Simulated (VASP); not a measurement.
The system is Sb5Mo.

```xyz
6
Lattice="3.3464 0.0000 0.0000 -1.6732 2.8981 0.0000 0.0000 0.0000 16.2661" Properties=species:S:1:pos:R:3 pbc="T T T"
Sb    1.6732    0.9660   13.5876
Sb    0.0000    0.0000   10.8599
Sb    1.6732    0.9660    8.1331
Sb    0.0000    0.0000    5.4062
Sb    1.6732    0.9660    2.6785
Mo    0.0000    0.0000    0.0000
```

The cell was generated, and may not be a known phase.

* Program: VASP 6.6.1
* Task: relaxation of cell and atoms
* Functional: PBE
* Potentials or basis: VASP PAW PBE potentials, release 64 (Sb, Mo_sv)
* Cutoff: 600 eV
* k mesh: 6 × 6 × 1
* Occupations: gaussian, width 0.1 eV
* Spin: no spin polarisation

At the start: pressure -5.5 GPa; volume 26.29 Å³/atom.

Where does the relaxation end?

Over 11 steps the energy falls by 301.7 meV/atom and the volume is 25.36 Å³/atom (-3.5 %); space group P-6m2 (No. 187, to 0.1 Å) before and after.

The path:
```tsv
step	energy change (eV)	largest force (eV/Å)	pressure (GPa)	volume (Å³)
1	0.0000	1.9302	-5.53	157.75
2	-0.5481	2.0197	4.06	137.94
3	-0.5514	2.0342	3.26	139.06
4	-1.1244	1.4289	4.91	137.09
5	-1.2882	0.7985	7.14	135.75
6	-1.7098	0.7565	-0.72	149.84
7	-1.7180	0.7479	-1.68	152.30
8	-1.7842	0.3285	-0.83	152.38
9	-1.8000	0.0734	-0.06	152.44
10	-1.8093	0.0294	0.00	152.24
11	-1.8101	0.0249	0.04	152.17
```

Final structure:
```cif
data_structure
_symmetry_space_group_name_H-M 'P 1'
_symmetry_Int_Tables_number 1
_cell_length_a 3.3604
_cell_length_b 3.3604
_cell_length_c 15.5603
_cell_angle_alpha 90.000
_cell_angle_beta 90.000
_cell_angle_gamma 120.000
_cell_volume 152.17
loop_
_atom_site_label
_atom_site_type_symbol
_atom_site_fract_x
_atom_site_fract_y
_atom_site_fract_z
_atom_site_occupancy
Sb1 Sb 0.66667 0.33333 0.87173 1
Sb2 Sb 0.00000 0.00000 0.66965 1
Sb3 Sb 0.66667 0.33333 0.50000 1
Sb4 Sb 0.00000 0.00000 0.33035 1
Sb5 Sb 0.66667 0.33333 0.12827 1
Mo1 Mo 0.00000 0.00000 0.00000 1
```

Caveat: the k points lie up to 0.40 Å⁻¹ apart in the final cell, too coarse for converged energies and pressures of a metal; the highest band is partly filled, so the run has too few bands.
